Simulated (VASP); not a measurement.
# Mo (Fm-3m) in VASP: single point with PBE

Aim: the single point of Mo with PBE.

Program: VASP 6.6.1. These are calculated values, not measurements. Logs are shortened: lines on timing, memory, paths and dates and some standing lists are left out, and cuts for length are marked.

### 1 The cell of the first run

Symmetry: Fm-3m, No. 225, cubic system. The conventional cell has a = 4.003 Å, b = 4.003 Å, c = 4.003 Å, α = 90.00°, β = 90.00°, γ = 90.00°. Mo (site symmetry m-3m) has 12 Mo at 2.83 Å within 3.7 Å.

This isn't the form of Mo at room conditions, which is bcc.

### 2 Single point, PBE, non-collinear spin, zero start, spin-orbit coupling

Input file POSCAR:

```
Mo
1.0
    0.0000000000      2.0014898975      2.0014898975
    2.0014898975      0.0000000000      2.0014898975
    2.0014898975      2.0014898975      0.0000000000
Mo
1
Direct
    0.0000000000      0.0000000000      0.0000000000
```

Input file INCAR.step1:

```
PREC = Accurate
ENCUT = 520
EDIFF = 1E-6
ISMEAR = 0
SIGMA = 0.05
LREAL = F
LASPH = T
NELM = 150
ALGO = Fast
ISIF = 2
LWAVE = F
LCHARG = T
MAGMOM = 0 0 0
LSORBIT = T
GGA_COMPAT = F
LORBMOM = T
LMAXMIX = 4
GGA = PE
NBANDS = 25
```

Input file KPOINTS.step1:

```
Automatic mesh
0
Gamma
  18 18 18
```

Input file INCAR.step2:

```
PREC = Accurate
ENCUT = 520
EDIFF = 1E-6
ISMEAR = -5
SIGMA = 0.05
LREAL = F
LASPH = T
NELM = 150
ALGO = Fast
ISIF = 2
LWAVE = F
LCHARG = F
MAGMOM = 0 0 0
LORBIT = 11
LSORBIT = T
GGA_COMPAT = F
LORBMOM = T
LMAXMIX = 4
GGA = PE
NBANDS = 25
NEDOS = 2001
ICHARG = 11
```

Input file KPOINTS.step2:

```
Automatic mesh
0
Gamma
  27 27 27
```

Potentials or basis: VASP PAW PBE potentials, release 64 (Mo_sv).

On the command line:

```sh
$ cat potpaw_PBE.64/Mo_sv/POTCAR > POTCAR
$ cp INCAR.step1 INCAR
$ cp KPOINTS.step1 KPOINTS
$ mpirun -np 1 vasp_ncl > vasp.out
$ cp INCAR.step2 INCAR
$ cp KPOINTS.step2 KPOINTS
$ mpirun -np 1 vasp_ncl > vasp.out
```

OUTCAR:

```text
PREC = Accurate
   ENCUT = 520
   EDIFF = 1E-6
   ISMEAR = -5
   LREAL = F
   LASPH = T
   NELM = 150
   ISIF = 2
   LORBIT = 11
   LSORBIT = T
   GGA = PE
   ICHARG = 11

 ion  position               nearest neighbor table
   1  0.000  0.000  0.000-

  LATTYP: Found a face centered cubic cell.
 ALAT       =     4.0029797950

  Lattice vectors:

 A1 = (   0.0000000000,   2.0014898975,   2.0014898975)
 A2 = (   2.0014898975,   0.0000000000,   2.0014898975)
 A3 = (   2.0014898975,   2.0014898975,   0.0000000000)

Analysis of symmetry for initial positions (statically):
=====================================================================
 Subroutine PRICEL returns:
 Original cell was already a primitive cell.

 Routine SETGRP: Setting up the symmetry group for a
 face centered cubic supercell.

 Subroutine GETGRP returns: Found 48 space group operations
 (whereof 48 operations were pure point group operations)
 out of a pool of 48 trial point group operations.

The static configuration has the point symmetry O_h .

Analysis of symmetry for dynamics (positions and initial velocities):
=====================================================================
 Subroutine PRICEL returns:
 Original cell was already a primitive cell.

 Routine SETGRP: Setting up the symmetry group for a
 face centered cubic supercell.

 Subroutine GETGRP returns: Found 48 space group operations
 (whereof 48 operations were pure point group operations)
 out of a pool of 48 trial point group operations.

The dynamic configuration has the point symmetry O_h .

Analysis of structural, dynamic, and magnetic symmetry:
=====================================================================
 Subroutine PRICEL returns:
 Original cell was already a primitive cell.

 Routine SETGRP: Setting up the symmetry group for a
 face centered cubic supercell.

 Subroutine GETGRP returns: Found 48 space group operations
 (whereof 48 operations were pure point group operations)
 out of a pool of 48 trial point group operations.

The overall configuration has the point symmetry O_h .

 Subroutine INISYM returns: Found 48 space group operations
 (whereof 48 operations are pure point group operations),
 and found     1 'primitive' translations

----------------------------------------------------------------------------------------

                                     Primitive cell

  volume of cell :      16.0358

[... 146 lines left out ...]
      2     -48.9392      1.00000
      3     -23.9795      1.00000
      4     -23.9795      1.00000
      5     -21.4574      1.00000
      6     -21.4574      1.00000
[... 661 lines left out ...]
     24      26.7001      0.00000
     25      32.5027      0.00000

 [... further k-points ...]

------------------------ aborting loop because EDIFF is reached ----------------------------------------

  FORCE on cell =-STRESS in cart. coord.  units (eV):
  Direction    XX          YY          ZZ          XY          YZ          ZX
  --------------------------------------------------------------------------------------
  -------------------------------------------------------------------------------------
  Total        0.0633405      0.0633405      0.0633405      0.0000000      0.0000000     -0.0000000
  in kB        6.3285128      6.3285128      6.3285128      0.0000000      0.0000000     -0.0000000
  external PRESSURE =       6.3285128 kB  Pullay stress =       0.0000000 kB

 VOLUME and BASIS-vectors are now :
 -----------------------------------------------------------------------------
  energy-cutoff  :      520.00
  volume of cell :       16.04
      direct lattice vectors                 reciprocal lattice vectors
     0.000000000  2.001489897  2.001489897    -0.249813901  0.249813901  0.249813901
     2.001489897  0.000000000  2.001489897     0.249813901 -0.249813901  0.249813901
     2.001489897  2.001489897  0.000000000     0.249813901  0.249813901 -0.249813901

 POSITION                                       TOTAL-FORCE (eV/Angst)
 -----------------------------------------------------------------------------------
      0.00000      0.00000      0.00000         0.000000      0.000000      0.000000
 -----------------------------------------------------------------------------------
    total drift:                                0.000000      0.000000     -0.000000

  FREE ENERGIE OF THE ION-ELECTRON SYSTEM (eV)
  ---------------------------------------------------
  free  energy   TOTEN  =       -10.6193206066 eV

  energy  without entropy=      -10.6193206066  energy(sigma->0) =      -10.61932061

 orbital moment (x)

 # of ion     p       d       tot
 ----------------------------------------
  1         0.000  -0.000  -0.000
 ----------------------------------------
            0.000  -0.000  -0.000

 orbital moment (y)

 # of ion     p       d       tot
 ----------------------------------------
  1         0.000   0.000   0.000
 ----------------------------------------
            0.000   0.000   0.000

 orbital moment (z)

 # of ion     p       d       tot
 ----------------------------------------
  1         0.000   0.000   0.000
 ----------------------------------------
            0.000   0.000   0.000

 Spin-Orbit-Coupling matrix elements

 Ion:    1  E_soc:     -0.2128058
 l=   1
     0.0000000    -0.0303134    -0.0303134
    -0.0303134     0.0000000    -0.0303134
    -0.0303134    -0.0303134     0.0000000
 l=   2
     0.0000000    -0.0011452     0.0000000    -0.0011452    -0.0040091
    -0.0011452     0.0000000    -0.0030068    -0.0011452    -0.0010023
     0.0000000    -0.0030068     0.0000000    -0.0030068     0.0000000
    -0.0011452    -0.0011452    -0.0030068     0.0000000    -0.0010023
    -0.0040091    -0.0010023     0.0000000    -0.0010023     0.0000000
 l=   3
     0.0000000     0.0000000     0.0000000     0.0000000     0.0000000     0.0000000     0.0000000
     0.0000000     0.0000000     0.0000000     0.0000000     0.0000000     0.0000000     0.0000000
     0.0000000     0.0000000     0.0000000     0.0000000     0.0000000     0.0000000     0.0000000
     0.0000000     0.0000000     0.0000000     0.0000000     0.0000000     0.0000000     0.0000000
     0.0000000     0.0000000     0.0000000     0.0000000     0.0000000     0.0000000     0.0000000
     0.0000000     0.0000000     0.0000000     0.0000000     0.0000000     0.0000000     0.0000000
     0.0000000     0.0000000     0.0000000     0.0000000     0.0000000     0.0000000     0.0000000

 total charge

# of ion       s       p       d       tot
------------------------------------------
    1        2.383   6.177   3.920  12.480

 magnetization (x)

# of ion       s       p       d       tot
------------------------------------------
    1       -0.000  -0.000   0.000  -0.000

 magnetization (y)

# of ion       s       p       d       tot
------------------------------------------
    1        0.000   0.000   0.000   0.000

 magnetization (z)

# of ion       s       p       d       tot
------------------------------------------
    1        0.000  -0.000   0.000   0.000
```

It took 3.1 min on 1 thread of Intel Xeon 6975P-C (Granite Rapids), shared host; peak memory 0.42 GiB.

Results:

```yaml
Net_moment: 0.00 μB per cell
Valence_electrons_inside_the_program's_atomic_spheres: Mo 12.48
```

Moments on the atoms (μB; x, y, z):
```
Mo  0.00 0.00 0.00
```
